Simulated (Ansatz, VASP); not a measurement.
## Two plane-wave programs on ScSi3

Contents of INCAR:

```
ALGO = Normal ; EDIFF = 1E-6
ENCUT = 520 ; GGA = PE
ISIF = 2 ; ISMEAR = 0
LASPH = True ; LCHARG = False
LREAL = False ; LWAVE = False
NBANDS = 20 ; NELM = 60
PREC = Accurate ; SIGMA = 0.05
```

Contents of KPOINTS:

```
k-points
0
Gamma
  8 8 8
```

Contents of POSCAR:

```
ScSi3
1.0
    4.0560041342      0.0000000000      0.0000000000
    0.0000000000      4.0560041342      0.0000000000
    0.0000000000      0.0000000000      4.0560041342
Sc Si
1 3
Direct
    0.0000000000      0.0000000000      0.0000000000
    0.0000000000      0.5000000000      0.5000000000
    0.5000000000      0.5000000000      0.0000000000
    0.5000000000      0.0000000000      0.5000000000
```

Input for Ansatz:

```yaml
crystal:
  lattice:
    - [4.0560041342, 0.0, 0.0]
    - [0.0, 4.0560041342, 0.0]
    - [0.0, 0.0, 4.0560041342]
  atoms:
    - { symbol: Sc, position: [0.0, 0.0, 0.0] }
    - { symbol: Si, position: [0.0, 0.5, 0.5] }
    - { symbol: Si, position: [0.5, 0.5, 0.0] }
    - { symbol: Si, position: [0.5, 0.0, 0.5] }
basis:
  ecutwfc: 420
  ecutrho_ratio: 4
kpoints:
  mp_grid: { grid: [8, 8, 8] }
hamiltonian:
  xc: pbe
scf:
  occupations: { method: gaussian, width: 0.05 }
output:
  forces: true
  stress: true
  eigenvalues: true
```

Alike in both runs: task single point; functional PBE; k mesh 8 × 8 × 8; occupations gaussian, width 0.05 eV; no spin polarisation.

```csv
,VASP,Ansatz
version,VASP 6.6.1,Ansatz 0.2.0
potentials or method,"VASP PAW PBE potentials, release 64 (Sc_sv, Si), cutoff 520 eV","scalar-relativistic, plane waves, PAW"
valence electrons in the cell,23,23
```

```csv
,VASP,Ansatz,Ansatz less VASP
gap on the k mesh at the Fermi level (eV),none,none,-
pressure (GPa),-5.6,-5.7,-0.11
```

A gap of «none» marks a metal or a gap that the smearing closes.
